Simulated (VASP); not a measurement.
A run of VASP 6.6.1 is set up as follows.

INCAR

```
ALGO = Normal
EDIFF = 1E-6
ENCUT = 500
GGA = LIBXC
GGA_COMPAT = F
ISIF = 2
ISMEAR = 1
LASPH = T
LCHARG = F
LIBXC1 = GGA_X_B88
LIBXC2 = GGA_C_PBE
LMAXMIX = 4
LNONCOLLINEAR = T
LORBIT = 11
LREAL = F
LWAVE = F
MAGMOM = 1 0 0 1 0 0
NBANDS = 36
NELM = 200
PREC = Accurate
SIGMA = 0.05
```

The input KPOINTS:

```
k-points
0
Gamma
  8 8 4
```

POSCAR

```
Ti
1.0
    2.9302007457      0.0000000000      0.0000000000
   -1.4651003729      2.5376282840      0.0000000000
    0.0000000000      0.0000000000      4.6485896576
Ti
2
Direct
    0.6666666667      0.3333333333      0.7500000000
    0.3333333333      0.6666666667      0.2500000000
```

Potentials or basis: VASP PAW PBE potentials, release 64 (Ti_sv).

The run is started by

```sh
$ cat potpaw_PBE.64/Ti_sv/POTCAR > POTCAR
$ mpirun -np 1 vasp_ncl > vasp.out
```

Task: What does it give for the band gap on the k mesh?

Result: Zero (bands 24 and 25 overlap by 1.00 eV).

Task: Estimate the net moment.

Result: 0.00 μB per cell.

Stress tensor (GPa, compression positive):
```
 0.29  0.00  0.00
 0.00  0.29  0.00
 0.00  0.00 -1.10
```

Caveat: the PAW data sets were made with another functional, which shifts forces and pressure a little.
